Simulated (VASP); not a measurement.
# La2Bi8Rh (P4/mmm) in VASP: single point with r2SCAN

Aim: the single point of La2Bi8Rh with r2SCAN.

All numbers are computed with VASP 6.6.1; they aren't measurements. Logs are shortened: lines on timing, memory, paths and dates and some standing lists are left out, and cuts for length are marked.

## (1) The cell of the first run

The structure is tetragonal, space group P4/mmm (No. 123). Conventional cell: a = 4.909 Å, b = 4.909 Å, c = 12.898 Å, α = 90.00°, β = 90.00°, γ = 90.00°. Rh (site symmetry 4/mmm) has 8 Bi at 2.89 Å and 2 La at 3.95 Å within 4.0 Å. La (site symmetry 4mm) has 12 Bi at 3.45 to 3.50 Å and 1 Rh at 3.95 Å within 4.5 Å. Within 4.6 Å of Bi (site symmetry mmm) lie 8 Bi at 3.47 to 3.53 Å and 4 La at 3.50 Å. Within 3.8 Å of Bi (site symmetry 2mm) lie 2 Rh at 2.89 Å and 7 Bi at 3.04 to 3.47 Å and 2 La at 3.45 Å. Bi (site symmetry 4mm) has 8 Bi at 3.43 to 3.53 Å and 4 La at 3.47 Å within 4.5 Å.

## (2) Single point, r2SCAN

POSCAR

```
La2Bi8Rh
1.0
    4.9087170000      0.0000000000      0.0000000000
    0.0000000000      4.9087170000      0.0000000000
    0.0000000000      0.0000000000     12.8976580000
Rh La Bi
1 2 8
Direct
    0.0000000000      0.0000000000      0.0000000000
    0.0000000000      0.0000000000      0.3062700000
    0.0000000000      0.0000000000      0.6937300000
    0.5000000000      0.0000000000      0.5000000000
    0.0000000000      0.5000000000      0.5000000000
    0.5000000000      0.0000000000      0.1178800000
    0.0000000000      0.5000000000      0.1178800000
    0.5000000000      0.0000000000      0.8821200000
    0.0000000000      0.5000000000      0.8821200000
    0.5000000000      0.5000000000      0.3036800000
    0.5000000000      0.5000000000      0.6963200000
```

INCAR.step1

```
PREC = Accurate ; ENCUT = 520
ISMEAR = 0 ; SIGMA = 0.1265
LREAL = False ; LASPH = True
NELM = 60 ; NBANDS = 90
GGA = PE ; ALGO = Normal
EDIFF = 1E-4 ; LWAVE = True
LCHARG = False ; KPAR = 2
```

INCAR.step2

```
PREC = Accurate ; ENCUT = 520
EDIFF = 1E-6 ; ISMEAR = 0
SIGMA = 0.1265 ; LREAL = False
LASPH = True ; NELM = 60
ALGO = Normal ; ISIF = 2
LWAVE = False ; LCHARG = False
METAGGA = R2SCAN ; LMIXTAU = True
NBANDS = 90 ; ISTART = 1
KPAR = 2
```

KPOINTS

```
regular mesh
0
Gamma
  7 7 3
```

Potentials or basis: VASP PAW PBE potentials, release 64 (Rh_pv, La, Bi_d).

Run with:

```sh
> cat potpaw_PBE.64/Rh_pv/POTCAR potpaw_PBE.64/La/POTCAR potpaw_PBE.64/Bi_d/POTCAR > POTCAR
> cp INCAR.step1 INCAR
> mpirun -np 2 vasp_std > vasp.out
> cp INCAR.step2 INCAR
> mpirun -np 2 vasp_std > vasp.out
```

OUTCAR:

```text
PREC = Accurate
   ENCUT = 520
   EDIFF = 1E-6
   ISMEAR = 0
   LREAL = False
   LASPH = True
   NELM = 60
   ISIF = 2
   METAGGA = R2SCAN
   ISTART = 1

 ion  position               nearest neighbor table
   1  0.000  0.000  0.000-   6 2.89   7 2.89   8 2.89   9 2.89   7 2.89   9 2.89   6 2.89   8 2.89

   2  0.000  0.000  0.306-   6 3.45   7 3.45   7 3.45   6 3.45  10 3.47  10 3.47  10 3.47  10 3.47
                             4 3.50   5 3.50   5 3.50   4 3.50
   3  0.000  0.000  0.694-   8 3.45   9 3.45   9 3.45   8 3.45  11 3.47  11 3.47  11 3.47  11 3.47
                             4 3.50   5 3.50   5 3.50   4 3.50
   4  0.500  0.000  0.500-   5 3.47   5 3.47   5 3.47   5 3.47   2 3.50   3 3.50   2 3.50   3 3.50
                            11 3.53  10 3.53  10 3.53  11 3.53
   5  0.000  0.500  0.500-   4 3.47   4 3.47   4 3.47   4 3.47   3 3.50   3 3.50   2 3.50   2 3.50
                            11 3.53  10 3.53  11 3.53  10 3.53
   6  0.500  0.000  0.118-   1 2.89   1 2.89   8 3.04  10 3.43  10 3.43   2 3.45   2 3.45   7 3.47
                             7 3.47   7 3.47   7 3.47
   7  0.000  0.500  0.118-   1 2.89   1 2.89   9 3.04  10 3.43  10 3.43   2 3.45   2 3.45   6 3.47
                             6 3.47   6 3.47   6 3.47
   8  0.500  0.000  0.882-   1 2.89   1 2.89   6 3.04  11 3.43  11 3.43   3 3.45   3 3.45   9 3.47
                             9 3.47   9 3.47   9 3.47
   9  0.000  0.500  0.882-   1 2.89   1 2.89   7 3.04  11 3.43  11 3.43   3 3.45   3 3.45   8 3.47
                             8 3.47   8 3.47   8 3.47
  10  0.500  0.500  0.304-   6 3.43   7 3.43   6 3.43   7 3.43   2 3.47   2 3.47   2 3.47   2 3.47
                             4 3.53   5 3.53   4 3.53   5 3.53
  11  0.500  0.500  0.696-   8 3.43   9 3.43   8 3.43   9 3.43   3 3.47   3 3.47   3 3.47   3 3.47
                             4 3.53   5 3.53   4 3.53   5 3.53

  LATTYP: Found a simple tetragonal cell.
 ALAT       =     4.9087170000
 C/A-ratio  =     2.6275008317

  Lattice vectors:

 A1 = (   4.9087170000,   0.0000000000,   0.0000000000)
 A2 = (   0.0000000000,   4.9087170000,   0.0000000000)
 A3 = (   0.0000000000,   0.0000000000,  12.8976580000)

Analysis of symmetry for initial positions (statically):
=====================================================================
 Subroutine PRICEL returns:
 Original cell was already a primitive cell.

 Routine SETGRP: Setting up the symmetry group for a
 simple tetragonal supercell.

 Subroutine GETGRP returns: Found 16 space group operations
 (whereof 16 operations were pure point group operations)
 out of a pool of 16 trial point group operations.

The static configuration has the point symmetry D_4h.

Analysis of symmetry for dynamics (positions and initial velocities):
=====================================================================
 Subroutine PRICEL returns:
 Original cell was already a primitive cell.

 Routine SETGRP: Setting up the symmetry group for a
 simple tetragonal supercell.

 Subroutine GETGRP returns: Found 16 space group operations
 (whereof 16 operations were pure point group operations)
 out of a pool of 16 trial point group operations.

The dynamic configuration has the point symmetry D_4h.

 Subroutine INISYM returns: Found 16 space group operations
 (whereof 16 operations are pure point group operations),
 and found     1 'primitive' translations

----------------------------------------------------------------------------------------

                                     Primitive cell

  volume of cell :     310.7756

  direct lattice vectors                    reciprocal lattice vectors
     4.908717000  0.000000000  0.000000000     0.203719220  0.000000000  0.000000000
     0.000000000  4.908717000  0.000000000     0.000000000  0.203719220  0.000000000
     0.000000000  0.000000000 12.897658000     0.000000000  0.000000000  0.077533456

  length of vectors
     4.908717000  4.908717000 12.897658000     0.203719220  0.203719220  0.077533456

  position of ions in fractional coordinates (direct lattice)
     0.000000000  0.000000000  0.000000000
     0.000000000  0.000000000  0.306270000
     0.000000000  0.000000000  0.693730000
     0.500000000  0.000000000  0.500000000
     0.000000000  0.500000000  0.500000000
     0.500000000  0.000000000  0.117880000
     0.000000000  0.500000000  0.117880000
     0.500000000  0.000000000  0.882120000
     0.000000000  0.500000000  0.882120000
     0.500000000  0.500000000  0.303680000
     0.500000000  0.500000000  0.696320000

[... 26 lines left out ...]
     0.000000000  0.029102746  0.000000000     0.000000000  0.142857143  0.000000000
     0.000000000  0.000000000  0.025844485     0.000000000  0.000000000  0.333333333

  Length of vectors
     0.029102746  0.029102746  0.025844485

  Shift w.r.t. Gamma in fractional coordinates (k-lattice)
     0.000000000  0.000000000  0.000000000

 Subroutine IBZKPT returns following result:
 ===========================================

 Found     20 irreducible k-points:

 Following reciprocal coordinates:
            Coordinates               Weight
  0.000000  0.000000  0.000000      1.000000
  0.142857  0.000000  0.000000      4.000000
  0.285714  0.000000  0.000000      4.000000
  0.428571  0.000000  0.000000      4.000000
  0.142857  0.142857  0.000000      4.000000
  0.285714  0.142857  0.000000      8.000000
[... 12 lines left out ...]
  0.428571  0.285714  0.333333     16.000000
  0.428571  0.428571  0.333333      8.000000
   k-points           NKPTS =     20   k-points in BZ     NKDIM =     20   number of bands    NBANDS=     90
   number of dos      NEDOS =    301   number of ions     NIONS =     11
   total plane-waves  NPLWV = 153600
   dimension x,y,z NGX =    40 NGY =   40 NGZ =   96
   dimension x,y,z NGXF=    80 NGYF=   80 NGZF=  192
   ions per type =               1   2   8
   NGX,Y,Z   is equivalent  to a cutoff of  13.55, 13.55, 12.37 a.u.
   NGXF,Y,Z  is equivalent  to a cutoff of  27.09, 27.09, 24.75 a.u.
 SYSTEM =  unknown system
   PREC   = accura    normal or accurate (medium, high low for compatibility)
   ISTART =      1    job   : 0-new  1-cont  2-samecut
   ICHARG =      0    charge: 1-file 2-atom 10-const
   ISPIN  =      1    spin polarized calculation?
   LNONCOLLINEAR =      F non collinear calculations
   LSORBIT =      F    spin-orbit coupling
   LASPH  =      T    aspherical Exc in radial PAW
   ENCUT  =  520.0 eV  38.22 Ry    6.18 a.u.   9.13  9.13 23.98*2*pi/ulx,y,z
   NELM   =     60;   NELMIN=  2; NELMDL=  0     # of ELM steps
   EDIFF  = 0.1E-05   stopping-criterion for ELM
   LREAL  =      F    real-space projection
   EDIFFG = 0.1E-04   stopping-criterion for IOM
   NSW    =      0    number of steps for IOM
   IBRION =     -1    ionic relax: 0-MD 1-quasi-New 2-CG
   NFREE  =      0    steps in history (QN), initial steepest desc. (CG)
   ISIF   =      2    stress and relaxation
   ISYM   =      2    0-nonsym 1-usesym 2-fastsym
   POTIM  = 0.5000    time-step for ionic-motion
   TEBEG  =    0.0;   TEEND  =   0.0 temperature during run
   PSTRESS=    0.0 pullay stress
   NELECT =     157.0000    total number of electrons
   NUPDOWN=      -1.0000    fix difference up-down
   EMIN   =  10.00;   EMAX   =-10.00  energy-range for DOS
   EFERMI =   0.00;   METHOD = LEGACY
   ISMEAR =     0;   SIGMA  =   0.13  broadening in eV -4-tet -1-fermi 0-gaus
   EFERMI_NEDOS =   21; number of points for ismear=-14 and -15
   IALGO  =     38    algorithm
   IMIX   =      4    mixing-type and parameters
     AMIX     =   0.40;   BMIX     =  1.00
     AMIX_MAG =   1.60;   BMIX_MAG =  1.00
  volume/ion in A,a.u.               =      28.25       190.66
  Fermi-wavevector in a.u.,A,eV,Ry     =   1.303844  2.463909 23.130043  1.700010
  Thomas-Fermi vector in A             =   2.434820
   LORBIT       =      0    0 simple, 1 ext, 2 COOP (PROOUT), +10 PAW based schemes
   METAGGA = R2SCAN    functional components
   LHFCALC =     F    Hartree Fock is set to
   AEXX    =    0.0000 exact exchange contribution
   IVDW    =     0    specifies the selected vdW correction
   LEPSILON=     F    determine dielectric tensor
   LRPA    =     F    only Hartree local field effects (RPA)
 non-spin polarized calculation
 Gauss-broadening in eV      SIGMA  =   0.13
  energy-cutoff  :      520.00
  volume of cell :      310.78
 maximum number of plane-waves:      8390
 NGX is ok and might be reduce to    40
   NGX = 19   NGY = 19   NGZ = 47

 number of electron     156.9999965 magnetization

 Free energy of the ion-electron system (eV)
  ---------------------------------------------------
  ext. energy  EPLUGINS =         0.00000000
  ---------------------------------------------------
  free energy    TOTEN  =      -555.44582402 eV

  energy without entropy =     -555.38987669  energy(sigma->0) =     -555.41785035

 E-fermi :   9.2921     XC(G=0): -11.4196

 val. band max:        9.2829253133   @ k =   0.1429   0.0000   0.3333
 cond. band min:       9.2951796757   @ k =   0.1429   0.0000   0.3333
 fundamental gap:      0.0122543624
 Fermi energy:         9.2921452897

 k-point     1 :       0.0000    0.0000    0.0000
  band No.  band energies     occupation
      1     -38.3764      2.00000
      2     -38.3764      2.00000
      3     -38.3220      2.00000
      4     -25.3777      2.00000
      5     -25.3762      2.00000
      6     -14.8156      2.00000
[... 1849 lines left out ...]
     89      11.0349      0.00000
     90      11.0490      0.00000

------------------------ aborting loop because EDIFF is reached ----------------------------------------

  FORCE on cell =-STRESS in cart. coord.  units (eV):
  Direction    XX          YY          ZZ          XY          YZ          ZX
  --------------------------------------------------------------------------------------
  -------------------------------------------------------------------------------------
  Total        6.8099537      6.8099537     11.7125465      0.0000000     -0.0000000      0.0000000
  in kB       35.1081462     35.1081462     60.3830527      0.0000000     -0.0000000      0.0000000
  external PRESSURE =      43.5331150 kB  Pullay stress =       0.0000000 kB

 VOLUME and BASIS-vectors are now :
 -----------------------------------------------------------------------------
  energy-cutoff  :      520.00
  volume of cell :      310.78
      direct lattice vectors                 reciprocal lattice vectors
     4.908717000  0.000000000  0.000000000     0.203719220  0.000000000  0.000000000
     0.000000000  4.908717000  0.000000000     0.000000000  0.203719220  0.000000000
     0.000000000  0.000000000 12.897658000     0.000000000  0.000000000  0.077533456

 POSITION                                       TOTAL-FORCE (eV/Angst)
 -----------------------------------------------------------------------------------
      0.00000      0.00000      0.00000        -0.000000     -0.000000      0.000000
      0.00000      0.00000      3.95017        -0.000000     -0.000000      0.646641
      0.00000      0.00000      8.94749        -0.000000     -0.000000     -0.646641
      2.45436      0.00000      6.44883        -0.000000     -0.000000      0.000000
      0.00000      2.45436      6.44883        -0.000000     -0.000000      0.000000
      2.45436      0.00000      1.52038         0.000000     -0.000000      0.334233
      0.00000      2.45436      1.52038        -0.000000     -0.000000      0.334233
      2.45436      0.00000     11.37728        -0.000000     -0.000000     -0.334233
      0.00000      2.45436     11.37728        -0.000000     -0.000000     -0.334233
      2.45436      2.45436      3.91676        -0.000000      0.000000      0.152082
      2.45436      2.45436      8.98090         0.000000      0.000000     -0.152082
 -----------------------------------------------------------------------------------
    total drift:                               -0.000000      0.000000      0.000000

  FREE ENERGIE OF THE ION-ELECTRON SYSTEM (eV)
  ---------------------------------------------------
  free  energy   TOTEN  =      -555.4458240216 eV

  energy  without entropy=     -555.3898766883  energy(sigma->0) =     -555.41785035
```

It took 24 min on 2 MPI ranks of Intel Xeon Platinum 8488C (Sapphire Rapids), shared host; peak memory 0.71 GiB.

Results:

```
Free energy            : -555.4458 eV
Pressure               : 4.4 GPa
Largest force          : 0.647 eV/Å
Band gap on the k mesh : zero (an odd number of electrons rules out a gap without spin polarisation)
```

Forces in eV/Å, atoms in the order of the input:
```
Rh   0.000  0.000  0.000
La   0.000  0.000  0.647
La   0.000  0.000 -0.647
Bi   0.000  0.000  0.000
Bi   0.000  0.000  0.000
Bi   0.000  0.000  0.334
Bi   0.000  0.000  0.334
Bi   0.000  0.000 -0.334
Bi   0.000  0.000 -0.334
Bi   0.000  0.000  0.152
Bi   0.000  0.000 -0.152
```

Caveat: the cell stands under pressure; the PAW data sets were made with another functional, which shifts forces and pressure a little; spin-orbit coupling is left out, which moves the levels of the heavy elements.
